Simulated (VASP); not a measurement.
# AlGeIr3 (P-6m2) in VASP: further runs

The runs below take AlGeIr3 through single point, relaxation of cell and atoms, with PBE.

Everything below comes from runs of VASP 6.6.1. Logs are shortened: lines on timing, memory, paths and dates and some standing lists are left out, and cuts for length are marked.

## 1. The cell of the first run

The structure is hexagonal, space group P-6m2 (No. 187). Conventional cell: a = 4.043 Å, b = 4.043 Å, c = 4.991 Å, α = 90.00°, β = 90.00°, γ = 120.00°. Within 3.5 Å of Al (site symmetry -6m2) lie 8 Ir at 2.50 to 2.63 Å and 6 Ge at 3.42 Å. Within 3.1 Å of Ge (site symmetry -6m2) lie 9 Ir at 2.33 to 2.66 Å. Within 3.2 Å of Ir (site symmetry 3m) lie 5 Ir at 2.44 to 2.66 Å and 3 Al at 2.63 Å and 3 Ge at 2.66 Å. Within 3.1 Å of Ir (site symmetry -6m2) lie 3 Ge at 2.33 Å and 2 Al at 2.50 Å and 6 Ir at 2.66 Å.

The cell was generated, and may not be a known phase.

## 2. Single point, PBE

File INCAR:

```
PREC = Accurate
ENCUT = 520
EDIFF = 1E-6
ISMEAR = 0
SIGMA = 0.1
LREAL = F
LASPH = T
NELM = 80
ALGO = Fast
ISIF = 2
LWAVE = F
LCHARG = T
GGA = PE
LELF = T
LVHAR = T
NBANDS = 30
```

File KPOINTS:

```
regular mesh
0
Gamma
  6 6 4
```

File POSCAR:

```
AlGeIr3
1.0
    4.0428167600      0.0000000000      0.0000000000
   -2.0214083800      3.5011820200      0.0000000000
    0.0000000000      0.0000000000      4.9910402000
Al Ge Ir
1 1 3
Direct
    0.6666666700      0.3333333300      0.0000000000
    0.3333333300      0.6666666700      0.5000000000
    0.0000000000      0.0000000000      0.7552470000
    0.0000000000      0.0000000000      0.2447530000
    0.6666666700      0.3333333300      0.5000000000
```

Potentials or basis: VASP PAW PBE potentials, release 64 (Al, Ge_d, Ir).

Run with:

```console
$ cat potpaw_PBE.64/Al/POTCAR potpaw_PBE.64/Ge_d/POTCAR potpaw_PBE.64/Ir/POTCAR > POTCAR
$ mpirun -np 1 vasp_std > vasp.out
```

OUTCAR:

```text
PREC = Accurate
   ENCUT = 520
   EDIFF = 1E-6
   ISMEAR = 0
   LREAL = F
   LASPH = T
   NELM = 80
   ISIF = 2
   GGA = PE

 ion  position               nearest neighbor table
   1  0.667  0.333  0.000-   5 2.50   5 2.50   3 2.63   4 2.63   3 2.63   4 2.63   3 2.63   4 2.63

   2  0.333  0.667  0.500-   5 2.33   5 2.33   5 2.33   3 2.66   4 2.66   4 2.66   3 2.66   4 2.66
                             3 2.66
   3  0.000  0.000  0.755-   4 2.44   4 2.55   1 2.63   1 2.63   1 2.63   2 2.66   5 2.66   5 2.66
                             2 2.66   5 2.66   2 2.66
   4  0.000  0.000  0.245-   3 2.44   3 2.55   1 2.63   1 2.63   1 2.63   5 2.66   2 2.66   5 2.66
                             2 2.66   5 2.66   2 2.66
   5  0.667  0.333  0.500-   2 2.33   2 2.33   2 2.33   1 2.50   1 2.50   3 2.66   4 2.66   3 2.66
                             4 2.66   3 2.66   4 2.66

  LATTYP: Found a hexagonal cell.
 ALAT       =     4.0428167600
 C/A-ratio  =     1.2345452432

  Lattice vectors:

 A1 = (   4.0428167600,   0.0000000000,   0.0000000000)
 A2 = (  -2.0214083800,   3.5011820200,   0.0000000000)
 A3 = (   0.0000000000,   0.0000000000,   4.9910402000)

Analysis of symmetry for initial positions (statically):
=====================================================================
 Subroutine PRICEL returns:
 Original cell was already a primitive cell.

 Routine SETGRP: Setting up the symmetry group for a
 hexagonal supercell.

 Subroutine GETGRP returns: Found 12 space group operations
 (whereof 12 operations were pure point group operations)
 out of a pool of 24 trial point group operations.

The static configuration has the point symmetry D_3h.

Analysis of symmetry for dynamics (positions and initial velocities):
=====================================================================
 Subroutine PRICEL returns:
 Original cell was already a primitive cell.

 Routine SETGRP: Setting up the symmetry group for a
 hexagonal supercell.

 Subroutine GETGRP returns: Found 12 space group operations
 (whereof 12 operations were pure point group operations)
 out of a pool of 24 trial point group operations.

The dynamic configuration has the point symmetry D_3h.

 Subroutine INISYM returns: Found 12 space group operations
 (whereof 12 operations are pure point group operations),
 and found     1 'primitive' translations

----------------------------------------------------------------------------------------

                                     Primitive cell

  volume of cell :      70.6464

  direct lattice vectors                    reciprocal lattice vectors
     4.042816760  0.000000000  0.000000000     0.247352294  0.142808913  0.000000000
    -2.021408380  3.501182020  0.000000000     0.000000000  0.285617827  0.000000000
     0.000000000  0.000000000  4.991040200     0.000000000  0.000000000  0.200359035

  length of vectors
     4.042816760  4.042816763  4.991040200     0.285617827  0.285617827  0.200359035

  position of ions in fractional coordinates (direct lattice)
     0.666666670  0.333333330  0.000000000
     0.333333330  0.666666670  0.500000000
     0.000000000  0.000000000  0.755247000
     0.000000000  0.000000000  0.244753000
     0.666666670  0.333333330  0.500000000

  ion indices of the primitive-cell ions
   primitive index   ion index
                 1           1
                 2           2
                 3           3
                 4           4
                 5           5

----------------------------------------------------------------------------------------

 KPOINTS: regular mesh

Automatic generation of k-mesh.
 Grid dimensions read from file:
 generate k-points for:    6    6    4

 Generating k-lattice:

  Cartesian coordinates                     Fractional coordinates (reciprocal lattice)
     0.041225382  0.023801486  0.000000000     0.166666667  0.000000000  0.000000000
     0.000000000  0.047602971  0.000000000     0.000000000  0.166666667  0.000000000
     0.000000000  0.000000000  0.050089759     0.000000000  0.000000000  0.250000000

  Length of vectors
     0.047602971  0.047602971  0.050089759

  Shift w.r.t. Gamma in fractional coordinates (k-lattice)
     0.000000000  0.000000000  0.000000000

 Subroutine IBZKPT returns following result:
 ===========================================

 Found     21 irreducible k-points:

 Following reciprocal coordinates:
            Coordinates               Weight
  0.000000  0.000000  0.000000      1.000000
  0.166667  0.000000  0.000000      6.000000
  0.333333 -0.000000  0.000000      6.000000
  0.500000  0.000000  0.000000      3.000000
  0.166667  0.166667  0.000000      6.000000
  0.333333  0.166667  0.000000     12.000000
[... 13 lines left out ...]
  0.333333  0.166667  0.500000     12.000000
  0.333333  0.333333  0.500000      2.000000
   k-points           NKPTS =     21   k-points in BZ     NKDIM =     21   number of bands    NBANDS=     30
   number of dos      NEDOS =    301   number of ions     NIONS =      5
   total plane-waves  NPLWV =  36000
   dimension x,y,z NGX =    30 NGY =   30 NGZ =   40
   dimension x,y,z NGXF=    60 NGYF=   60 NGZF=   80
   ions per type =               1   1   3
   NGX,Y,Z   is equivalent  to a cutoff of  12.34, 12.34, 13.32 a.u.
   NGXF,Y,Z  is equivalent  to a cutoff of  24.67, 24.67, 26.65 a.u.
 SYSTEM =  unknown system
   PREC   = accura    normal or accurate (medium, high low for compatibility)
   ISTART =      0    job   : 0-new  1-cont  2-samecut
   ICHARG =      2    charge: 1-file 2-atom 10-const
   ISPIN  =      1    spin polarized calculation?
   LNONCOLLINEAR =      F non collinear calculations
   LSORBIT =      F    spin-orbit coupling
   LASPH  =      T    aspherical Exc in radial PAW
   ENCUT  =  520.0 eV  38.22 Ry    6.18 a.u.   7.52  7.52  9.28*2*pi/ulx,y,z
   NELM   =     80;   NELMIN=  2; NELMDL= -5     # of ELM steps
   EDIFF  = 0.1E-05   stopping-criterion for ELM
   LREAL  =      F    real-space projection
   EDIFFG = 0.1E-04   stopping-criterion for IOM
   NSW    =      0    number of steps for IOM
   IBRION =     -1    ionic relax: 0-MD 1-quasi-New 2-CG
   NFREE  =      0    steps in history (QN), initial steepest desc. (CG)
   ISIF   =      2    stress and relaxation
   ISYM   =      2    0-nonsym 1-usesym 2-fastsym
   POTIM  = 0.5000    time-step for ionic-motion
   TEBEG  =    0.0;   TEEND  =   0.0 temperature during run
   PSTRESS=    0.0 pullay stress
   NELECT =      44.0000    total number of electrons
   NUPDOWN=      -1.0000    fix difference up-down
   EMIN   =  10.00;   EMAX   =-10.00  energy-range for DOS
   EFERMI =   0.00;   METHOD = LEGACY
   ISMEAR =     0;   SIGMA  =   0.10  broadening in eV -4-tet -1-fermi 0-gaus
   EFERMI_NEDOS =   21; number of points for ismear=-14 and -15
   IALGO  =     68    algorithm
   IMIX   =      4    mixing-type and parameters
     AMIX     =   0.40;   BMIX     =  1.00
     AMIX_MAG =   1.60;   BMIX_MAG =  1.00
  volume/ion in A,a.u.               =      14.13        95.35
  Fermi-wavevector in a.u.,A,eV,Ry     =   1.398071  2.641970 26.593968  1.954602
  Thomas-Fermi vector in A             =   2.521265
   LORBIT       =      0    0 simple, 1 ext, 2 COOP (PROOUT), +10 PAW based schemes
   GGA     = PE    functional components
   LHFCALC =     F    Hartree Fock is set to
   AEXX    =    0.0000 exact exchange contribution
   IVDW    =     0    specifies the selected vdW correction
   LEPSILON=     F    determine dielectric tensor
   LRPA    =     F    only Hartree local field effects (RPA)
 non-spin polarized calculation
 RMM-DIIS sequential band-by-band and
 Gauss-broadening in eV      SIGMA  =   0.10
  energy-cutoff  :      520.00
  volume of cell :       70.65
 maximum number of plane-waves:      1922
   NGX = 15   NGY = 15   NGZ = 19

 number of electron      43.9999999 magnetization

 Free energy of the ion-electron system (eV)
  ---------------------------------------------------
  ext. energy  EPLUGINS =         0.00000000
  ---------------------------------------------------
  free energy    TOTEN  =       -34.19686413 eV

  energy without entropy =      -34.17404803  energy(sigma->0) =      -34.18545608

 E-fermi :   9.8622     XC(G=0): -12.9183

 val. band max:        9.8501891304   @ k =   0.3333   0.1667   0.2500
 cond. band min:       9.8662591374   @ k =   0.1667   0.0000   0.2500
 fundamental gap:      0.0160700071
 Fermi energy:         9.8621838046

 k-point     1 :       0.0000    0.0000    0.0000
  band No.  band energies     occupation
      1     -15.1724      2.00000
      2     -15.1334      2.00000
      3     -15.1334      2.00000
      4     -15.0994      2.00000
      5     -15.0994      2.00000
      6      -3.2220      2.00000
[... 22 lines left out ...]
     29      15.7195      0.00000
     30      17.5123      0.00000

 k-point     2 :       0.1667    0.0000    0.0000
  band No.  band energies     occupation
      1     -15.1702      2.00000
      2     -15.1333      2.00000
      3     -15.1331      2.00000
      4     -15.1058      2.00000
      5     -15.1025      2.00000
      6      -2.8409      2.00000
[... 22 lines left out ...]
     29      16.1921      0.00000
     30      17.5041      0.00000

 k-point     3 :       0.3333   -0.0000    0.0000
  band No.  band energies     occupation
      1     -15.1648      2.00000
      2     -15.1331      2.00000
      3     -15.1324      2.00000
      4     -15.1197      2.00000
      5     -15.1088      2.00000
      6      -1.8550      2.00000
[... 22 lines left out ...]
     29      16.9330      0.00000
     30      17.5931      0.00000

 k-point     4 :       0.5000    0.0000    0.0000
  band No.  band energies     occupation
      1     -15.1609      2.00000
      2     -15.1330      2.00000
      3     -15.1322      2.00000
      4     -15.1279      2.00000
      5     -15.1119      2.00000
      6      -1.1010      2.00000
[... 517 lines left out ...]
     29      17.6189      0.00000
     30      17.9491      0.00000

 k-point    20 :       0.3333    0.1667    0.5000
  band No.  band energies     occupation
      1     -15.1609      2.00000
      2     -15.1352      2.00000
      3     -15.1304      2.00000
      4     -15.1251      2.00000
      5     -15.1141      2.00000
      6      -1.0429      2.00000
[... 22 lines left out ...]
     29      17.4742      0.00000
     30      18.6946      0.00000

 k-point    21 :       0.3333    0.3333    0.5000
  band No.  band energies     occupation
      1     -15.1590      2.00000
      2     -15.1364      2.00000
      3     -15.1292      2.00000
      4     -15.1258      2.00000
      5     -15.1192      2.00000
      6      -0.7594      2.00000
[... 22 lines left out ...]
     29      18.2486      0.00000
     30      18.4273      0.00000

------------------------ aborting loop because EDIFF is reached ----------------------------------------

  FORCE on cell =-STRESS in cart. coord.  units (eV):
  Direction    XX          YY          ZZ          XY          YZ          ZX
  --------------------------------------------------------------------------------------
  -------------------------------------------------------------------------------------
  Total       16.5848406     16.5848406     23.2721032      0.0000000     -0.0000000      0.0000000
  in kB      376.1248859    376.1248866    527.7842209      0.0000000     -0.0000000      0.0000000
  external PRESSURE =     426.6779978 kB  Pullay stress =       0.0000000 kB

 VOLUME and BASIS-vectors are now :
 -----------------------------------------------------------------------------
  energy-cutoff  :      520.00
  volume of cell :       70.65
      direct lattice vectors                 reciprocal lattice vectors
     4.042816760  0.000000000  0.000000000     0.247352294  0.142808913  0.000000000
    -2.021408380  3.501182020  0.000000000     0.000000000  0.285617827  0.000000000
     0.000000000  0.000000000  4.991040200     0.000000000  0.000000000  0.200359035

 POSITION                                       TOTAL-FORCE (eV/Angst)
 -----------------------------------------------------------------------------------
      2.02141      1.16706      0.00000         0.000000     -0.000000     -0.000000
     -0.00000      2.33412      2.49552        -0.000000     -0.000000     -0.000000
      0.00000      0.00000      3.76947         0.000000     -0.000000      2.070557
      0.00000      0.00000      1.22157        -0.000000     -0.000000     -2.070557
      2.02141      1.16706      2.49552        -0.000000      0.000000     -0.000000
 -----------------------------------------------------------------------------------
    total drift:                                0.000010     -0.000006     -0.000000

  FREE ENERGIE OF THE ION-ELECTRON SYSTEM (eV)
  ---------------------------------------------------
  free  energy   TOTEN  =       -34.1968641315 eV

  energy  without entropy=      -34.1740480304  energy(sigma->0) =      -34.18545608
```

Wall time 33 s (1 thread of Intel Xeon 6975P-C (Granite Rapids), shared host); peak memory 0.2 GiB.

What came out:

| Item | Value |
| --- | --- |
| Free energy | -34.1969 eV |
| Pressure | 42.7 GPa |
| Largest force | 2.071 eV/Å |
| Band gap on the k mesh | zero (bands 22 and 23 overlap by 1.19 eV) |

Forces on the atoms (eV/Å):
```
Al   0.000  0.000  0.000
Ge   0.000  0.000  0.000
Ir   0.000  0.000  2.071
Ir   0.000  0.000 -2.071
Ir   0.000  0.000  0.000
```

Levels at points of the mesh, in eV from the Fermi level:
```tsv
k point	band 19	band 20	band 21	band 22	band 23	band 24	band 25	band 26
(0.00, 0.00, 0.00)	-0.79	-0.61	0.82	0.82	2.51	3.69	4.41	4.41
(0.50, 0.00, 0.00)	-1.43	-1.07	-0.91	-0.82	-0.26	0.29	1.39	3.83
(0.00, 0.00, 0.50)	-0.54	-0.54	-0.32	-0.32	1.85	2.39	6.27	6.27
(0.50, 0.00, 0.50)	-2.56	-1.67	-1.47	-0.56	-0.27	0.47	2.37	4.92
```

Caveat: the stress differs along the axes, from 38 to 53 GPa; spin-orbit coupling is left out, which moves the levels of the heavy elements; forces of over 1 eV/Å act on the atoms, so gaps and moduli don't describe the material at rest.

(Part 1 of 2 ends here.)
